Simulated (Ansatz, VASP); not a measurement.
Sb in VASP and in Ansatz

INCAR

```
  PREC = Accurate
  ENCUT = 520
  EDIFF = 1E-6
  ISMEAR = -1
  SIGMA = 0.1
  LREAL = False
  LASPH = True
  NELM = 100
  ALGO = Normal
  ISIF = 2
  LWAVE = False
  LCHARG = False
  GGA = PE
  NBANDS = 12
```

Contents of KPOINTS:

```
Automatic mesh
0
Gamma
  12 12 7
```

Contents of POSCAR:

```
Sb
1.0
    3.2282197033      0.0000000000      0.0000000000
   -1.6141098517      2.7957202721      0.0000000000
    0.0000000000      0.0000000000      5.3456551610
Sb
2
Direct
    0.3333333333      0.6666666667      0.2500000000
    0.6666666667      0.3333333333      0.7500000000
```

Input for Ansatz:

```yaml
crystal:
  lattice:
    - [3.2282197033, 0.0, 0.0]
    - [-1.6141098517, 2.7957202721, 0.0]
    - [0.0, 0.0, 5.345655161]
  atoms:
    - { symbol: Sb, position: [0.3333333333, 0.6666666667, 0.25] }
    - { symbol: Sb, position: [0.6666666667, 0.3333333333, 0.75] }
hamiltonian:
  xc: pbe
  pseudopotentials:
    kind: paw
    azcp:
      Sb: "pseudopotentials/Sb.paw.azcp"
basis:
  ecutwfc: 420
  fft_grid_basis: typed
kpoints:
  mp_grid: { grid: [12, 12, 7], shift: [0, 0, 0] }
magnetization:
  spin_polarized: false
scf:
  occupations: { method: fermi_dirac, width: 0.1 }
  lower_state_search: "off"
output:
  stress: true
```

Alike in both runs: task single point; functional PBE; k mesh 12 × 12 × 7; occupations fermi-dirac, width 0.1 eV; no spin polarisation.

```csv
,VASP,Ansatz
version,VASP 6.6.1,Ansatz 0.2.0
potentials or method,"VASP PAW PBE potentials, release 64 (Sb), cutoff 520 eV","plane waves (420 eV) with PAW, scalar-relativistic"
valence electrons in the cell,10,30
```

VASP gave:

* pressure (GPa): 10.1
* traceless stress, the component that is largest in VASP (GPa): -1.52

What did Ansatz give for the same quantities?

Pressure (GPa): 10.2; traceless stress, the component that is largest in VASP (GPa): -1.49.

With one functional, cell and mesh, what is left measures potentials, basis and numerics. VASP's potentials hold 10 valence electrons a cell and Ansatz's 30, so a difference there can come from the potentials and not from the codes.

Neither program's run includes spin-orbit coupling.
